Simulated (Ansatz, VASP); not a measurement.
## Two plane-wave programs on Sb

```xyz
2
Lattice="3.1105 0.0000 0.0001 0.0000 4.3964 0.0000 -0.0093 0.0000 4.3072" Properties=species:S:1:pos:R:3 pbc="T T T"
Sb   -0.0064    3.2973    3.2301
Sb    3.1076    1.0991    1.0772
```

Change from the starting cell: strain along c alone, the other axes held, atoms relaxed: -2.0 %.

Alike in both runs: functional PBE; k mesh 14 × 10 × 10; occupations gaussian, width 0.1 eV; no spin polarisation.

Ansatz relaxed the structure, and its values are those at the end. VASP's run is a single point on that final structure, the one shown.

|  | VASP | Ansatz |
| --- | --- | --- |
| version | VASP 6.6.1 | Ansatz 0.2.0 |
| potentials or method | VASP PAW PBE potentials, release 64 (Sb), cutoff 520 eV | scalar-relativistic, plane waves, PAW |
| valence electrons in the cell | 10 | 30 |

```csv
,VASP,Ansatz,Ansatz less VASP
gap on the k mesh at the Fermi level (eV),none,none,-
pressure (GPa),1.1,1.1,+0.02
```

A gap of «none» marks a metal or a gap that the smearing closes. VASP's potentials hold 10 valence electrons a cell and Ansatz's 30, so a difference there can come from the potentials and not from the codes. Ansatz's warnings: stress scf threshold loose.

Spin-orbit coupling is off throughout.
